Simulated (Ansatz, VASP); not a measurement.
One calculation of BN, two programs

Contents of INCAR:

```
ALGO     = Normal         # electronic algorithm
EDIFF    = 1E-6           # SCF threshold, eV
ENCUT    = 520            # plane-wave cutoff, eV
GGA      = CA             # functional
ISIF     = 2              # what is computed and relaxed
ISMEAR   = 0              # smearing method
LASPH    = T              # aspherical terms in the spheres
LCHARG   = F              # write CHGCAR
LREAL    = F              # projectors in reciprocal space
LWAVE    = F              # write WAVECAR
NBANDS   = 16             # bands
NELM     = 100            # most SCF steps
PREC     = Accurate       # precision mode
SIGMA    = 0.05           # smearing width, eV
```

KPOINTS

```
k-points
0
Gamma
  12 12 4
```

The input POSCAR:

```
BN
1.0
    2.4881498908      0.0000000000      0.0000000000
   -1.2440749454      2.1548010138      0.0000000000
    0.0000000000      0.0000000000      6.3400547366
B N
2 2
Direct
    0.3333333333      0.6666666667      0.2500000000
    0.6666666667      0.3333333333      0.7500000000
    0.3333333333      0.6666666667      0.7500000000
    0.6666666667      0.3333333333      0.2500000000
```

Input for Ansatz:

```yaml
crystal:
  lattice:
    - [2.4881498908, 0.0, 0.0]
    - [-1.2440749454, 2.1548010138, 0.0]
    - [0.0, 0.0, 6.3400547366]
  atoms:
    - { symbol: B, position: [0.3333333333, 0.6666666667, 0.25] }
    - { symbol: B, position: [0.6666666667, 0.3333333333, 0.75] }
    - { symbol: "N", position: [0.3333333333, 0.6666666667, 0.75] }
    - { symbol: "N", position: [0.6666666667, 0.3333333333, 0.25] }
basis:
  ecutwfc: 520.0
kpoints:
  mp_grid: { grid: [12, 12, 4] }
hamiltonian:
  xc: lda
  pseudopotentials: { kind: paw, azcp: { folder: soft_1 } }
scf:
  occupations: { method: gaussian, width: 0.05 }
output:
  forces: true
  stress: true
  eigenvalues: true
```

Alike in both runs: task single point; functional LDA; k mesh 12 × 12 × 4; occupations gaussian, width 0.05 eV; no spin polarisation.

|  | VASP | Ansatz |
| --- | --- | --- |
| version | VASP 6.6.1 | Ansatz 0.2.0 |
| potentials or method | VASP PAW LDA potentials, release 64 (B, N), cutoff 520 eV | scalar-relativistic, plane waves, PAW |
| valence electrons in the cell | 16 | 16 |

Ansatz gave:

| Quantity | Value |
| --- | --- |
| gap on the k mesh at the Fermi level (eV) | 4.01 |
| least direct gap on the mesh (eV) | 4.39 |
| pressure (GPa) | 0.4 |
| traceless stress, the component that is largest in VASP (GPa) | 0.40 |

Estimate VASP's values.

gap on the k mesh at the Fermi level (eV): 4.00; least direct gap on the mesh (eV): 4.38; pressure (GPa): 1.0; traceless stress, the component that is largest in VASP (GPa): -0.43.

Ansatz warns that its potentials were made for another functional, while VASP's fit it. LDA's correlation is that of Perdew and Zunger in VASP and of Perdew and Wang (1992) in Ansatz.
